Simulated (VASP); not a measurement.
# Be2SO3 (P6/mmm) in VASP: a series of runs, part 2 of 2

VASP 6.6.1. Earlier steps stand in the parts before.

## Step 5: Relaxation of cell and atoms, PBE, collinear spin, ferromagnetic start

This run uses another cell than the first one, of 10.87 Å³/atom.

File INCAR:

```
SYSTEM = Be2SO3
ALGO = Normal
EDIFF = 1E-6
EDIFFG = -0.04
ENCUT = 600
GGA = PE
IBRION = 2
ISIF = 3
ISMEAR = 0
ISPIN = 2
LASPH = .TRUE.
LCHARG = .FALSE.
LORBIT = 11
LREAL = .FALSE.
LWAVE = .FALSE.
MAGMOM = 0 0 0 1 1 1
NELM = 150
NSW = 90
PREC = Accurate
SIGMA = 0.1
```

File KPOINTS:

```
k-points
0
G
  6 6 4
  0 0 0
```

File POSCAR:

```
Be2SO3
1.0
    4.2007696300      0.0000000000      0.0000000000
   -2.1003848200      3.6379732200      0.0000000000
    0.0000000000      0.0000000000      4.2664254600
Be S O
2 1 3
Direct
    0.3333333300      0.6666666700      0.5000000000
    0.6666666700      0.3333333300      0.5000000000
    0.0000000000      0.0000000000      0.0000000000
    0.5000000000      0.0000000000      0.0000000000
    0.0000000000      0.5000000000      0.0000000000
    0.5000000000      0.5000000000      0.0000000000
```

Potentials or basis: VASP PAW PBE potentials, release 64 (Be, S, O).

Launch:

```
cat potpaw_PBE.64/Be/POTCAR potpaw_PBE.64/S/POTCAR potpaw_PBE.64/O/POTCAR > POTCAR
mpirun -np 1 vasp_std > vasp.out
```

OUTCAR:

```text
SYSTEM = Be2SO3
   EDIFF = 1E-6
   EDIFFG = -0.04
   ENCUT = 600
   GGA = PE
   IBRION = 2
   ISIF = 3
   ISMEAR = 0
   ISPIN = 2
   LASPH = .TRUE.
   LORBIT = 11
   LREAL = .FALSE.
   NELM = 150
   NSW = 90
   PREC = Accurate

 ion  position               nearest neighbor table
   1  0.333  0.667  0.500-
   2  0.667  0.333  0.500-
   3  0.000  0.000  0.000-   4 2.10   4 2.10   6 2.10   6 2.10   5 2.10   5 2.10
   4  0.500  0.000  0.000-   3 2.10   3 2.10
   5  0.000  0.500  0.000-   3 2.10   3 2.10
   6  0.500  0.500  0.000-   3 2.10   3 2.10

  LATTYP: Found a hexagonal cell.
 ALAT       =     4.2007696300
 C/A-ratio  =     1.0156294764

  Lattice vectors:

 A1 = (   4.2007696300,   0.0000000000,   0.0000000000)
 A2 = (  -2.1003848200,   3.6379732200,   0.0000000000)
 A3 = (   0.0000000000,   0.0000000000,   4.2664254600)

Analysis of symmetry for initial positions (statically):
=====================================================================
 Subroutine PRICEL returns:
 Original cell was already a primitive cell.

 Routine SETGRP: Setting up the symmetry group for a
 hexagonal supercell.

 Subroutine GETGRP returns: Found 24 space group operations
 (whereof 24 operations were pure point group operations)
 out of a pool of 24 trial point group operations.

The static configuration has the point symmetry D_6h.

Analysis of symmetry for dynamics (positions and initial velocities):
=====================================================================
 Subroutine PRICEL returns:
 Original cell was already a primitive cell.

 Routine SETGRP: Setting up the symmetry group for a
 hexagonal supercell.

 Subroutine GETGRP returns: Found 24 space group operations
 (whereof 24 operations were pure point group operations)
 out of a pool of 24 trial point group operations.

The dynamic configuration has the point symmetry D_6h.

Analysis of structural, dynamic, and magnetic symmetry:
[... 164 lines left out ...]

  energy without entropy =      -19.93401392  energy(sigma->0) =      -19.93815247

------------------------ aborting loop because EDIFF is reached ----------------------------------------

  FORCE on cell =-STRESS in cart. coord.  units (eV):
  Direction    XX          YY          ZZ          XY          YZ          ZX
  --------------------------------------------------------------------------------------
  -------------------------------------------------------------------------------------
  Total        7.8320624      7.8320624    -12.9202974     -0.0000000      0.0000000      0.0000000
  in kB      192.4572146    192.4572151   -317.4903768     -0.0000003      0.0000000      0.0000000
  external PRESSURE =      22.4746843 kB  Pullay stress =       0.0000000 kB
[... 103 lines left out ...]
  FREE ENERGIE OF THE ION-ELECTRON SYSTEM (eV)
  ---------------------------------------------------
  free  energy   TOTEN  =       -31.0893750168 eV

  energy  without entropy=      -31.0812503583  energy(sigma->0) =      -31.08531269

[... ionic steps 4 to 10 ...]

--------------------------------------- Ionic step       11  -------------------------------------------

 number of electron      27.9999998 magnetization       0.0000023

 number of electron      27.9999998 magnetization      -0.0000006
[... 81 lines left out ...]
 number of electron      27.9999998 magnetization      -0.0000000

 number of electron      27.9999998 magnetization       0.0000000

 Free energy of the ion-electron system (eV)
  ---------------------------------------------------
  ext. energy  EPLUGINS =         0.00000000
  ---------------------------------------------------
  free energy    TOTEN  =       -32.10197947 eV

  energy without entropy =      -32.08661439  energy(sigma->0) =      -32.09429693

 E-fermi :   6.0364     XC(G=0): -11.6405

 val. band max:        6.0244885724   @ k =   0.3333  -0.0000   0.5000
 cond. band min:       6.0596396201   @ k =   0.3333   0.1667   0.2500
 fundamental gap:      0.0351510477
 Fermi energy:         6.0364179314

 spin component 1

 k-point     1 :       0.0000    0.0000    0.0000
  band No.  band energies     occupation
      1     -14.0521      1.00000
      2     -11.4745      1.00000
      3     -11.4745      1.00000
      4      -7.3439      1.00000
      5      -1.5916      1.00000
      6      -1.4659      1.00000
[... 459 lines left out ...]
      6      -0.2958      1.00000
[... 12 lines left out ...]
     19      14.7760      0.00000
     20      14.7760      0.00000
 Fermi energy:         6.0364179314

 spin component 2

 k-point     1 :       0.0000    0.0000    0.0000
  band No.  band energies     occupation
      1     -14.0521      1.00000
      2     -11.4745      1.00000
      3     -11.4745      1.00000
      4      -7.3439      1.00000
      5      -1.5916      1.00000
      6      -1.4659      1.00000
[... 505 lines left out ...]
  FREE ENERGIE OF THE ION-ELECTRON SYSTEM (eV)
  ---------------------------------------------------
  free  energy   TOTEN  =       -32.1019794677 eV

  energy  without entropy=      -32.0866143885  energy(sigma->0) =      -32.09429693

 reached required accuracy - stopping structural energy minimisation

 total charge

# of ion       s       p       d       tot
------------------------------------------
    1        0.310   0.550   0.000   0.859
    2        0.310   0.550   0.000   0.859
    3        1.474   1.930   0.000   3.403
    4        1.584   3.432   0.000   5.016
    5        1.584   3.432   0.000   5.016
    6        1.584   3.432   0.000   5.016
--------------------------------------------------
tot          6.845  13.326   0.000  20.171

 magnetization (x)

# of ion       s       p       d       tot
------------------------------------------
    1        0.000   0.000   0.000   0.000
    2        0.000   0.000   0.000   0.000
    3        0.000   0.000   0.000   0.000
    4        0.000  -0.000   0.000  -0.000
    5        0.000  -0.000   0.000  -0.000
    6        0.000  -0.000   0.000  -0.000
--------------------------------------------------
tot          0.000   0.000   0.000   0.000
```

Wall time 6 min (1 thread of AMD EPYC 9R45 (Zen 5), shared host); peak memory 0.24 GiB.

What came out:

```
Free energy                                           : -32.1020 eV
Relaxed volume                                        : 8.19 Å³/atom
Relaxed cell                                          : a = 4.783 Å, b = 4.783 Å, c = 2.481 Å, α = 90.00°, β = 90.00°, γ = 120.00°
Space group after relaxing (to 0.1 Å)                 : P6/mmm (No. 191)
Energy gained by relaxing                             : 2026.6 meV/atom
Ionic steps                                           : 13
Pressure after relaxing                               : 0.5 GPa
Band gap on the k mesh                                : zero (filled and empty bands overlap)
Net moment                                            : 0.00 μB per cell
Valence electrons inside the program's atomic spheres : Be 0.86; S 3.40; O 5.02
```

Stress tensor (GPa, compression positive):
```
 0.69  0.00  0.00
 0.00  0.69  0.00
 0.00  0.00 -0.03
```

The path:
```tsv
step	energy change (eV)	largest force (eV/Å)	pressure (GPa)	volume (Å³)
1	0.0000	0.0000	2.25	65.20
2	-2.5406	0.0000	-8.09	66.02
3	-11.1471	0.0000	-22.69	59.72
4	-10.6273	0.0000	-26.77	62.42
5	-11.0392	0.0000	-25.59	61.18
6	-11.3635	0.0000	-1.86	51.19
7	-11.5981	0.0000	-13.34	54.90
8	-12.0641	0.0000	-5.16	51.16
9	-12.1549	0.0000	0.99	49.06
10	-12.1554	0.0000	2.27	48.69
11	-12.1561	0.0000	1.73	48.85
12	-12.1594	0.0000	0.14	49.25
13	-12.1597	0.0000	0.45	49.16
```

Final structure:
```
CELL_PARAMETERS angstrom
4.78319 0.00000 0.00000
-2.39160 4.14236 0.00000
0.00000 0.00000 2.48118
ATOMIC_POSITIONS crystal
Be 0.33333 0.66667 0.50000
Be 0.66667 0.33333 0.50000
S 0.00000 0.00000 0.00000
O 0.50000 0.00000 0.00000
O 0.00000 0.50000 0.00000
O 0.50000 0.50000 0.00000
```

Caveat: the k points lie up to 0.63 Å⁻¹ apart in the final cell, too coarse for converged energies and pressures of a metal; the volume moved by over 15 % at a fixed basis, so the end points are rough.

## Step 6: The runs side by side

| task | spin | cell | k mesh | cutoff (eV) | gap on the mesh (eV) | pressure (GPa) | moment (μB) |
| --- | --- | --- | --- | --- | --- | --- | --- |
| relaxation of cell and atoms | off | relaxed from a = 4.792, b = 4.792, c = 2.480 Å, angles 90.0, 90.0, 120.0°, 6 atoms | 6 × 6 × 8 | 600 | none | 0.5 | - |
| single point | collinear, ferromagnetic start | a = 4.201, b = 4.201, c = 4.266 Å, angles 90.0, 90.0, 120.0°, 6 atoms | 6 × 6 × 4 | 520 | none | 2.3 | 0.87 |
| single point | off | a = 4.834, b = 4.834, c = 2.424 Å, angles 90.0, 90.0, 120.0°, 6 atoms | 12 × 12 × 16 | 520 | none | 0.1 | - |
| relaxation of cell and atoms | collinear, ferromagnetic start | relaxed from a = 4.201, b = 4.201, c = 4.266 Å, angles 90.0, 90.0, 120.0°, 6 atoms | 6 × 6 × 4 | 600 | none | 0.5 | 0.00 |

Alike in all rows: level PBE; potentials or basis VASP PAW PBE potentials, release 64 (Be, S, O); smearing gaussian 0.1 eV.

Caveats: some runs use coarse meshes; the volume moved by over 15 % at a fixed basis, so the end points are rough (at least some runs).

Absolute energies hang on the potentials; compare differences alone.
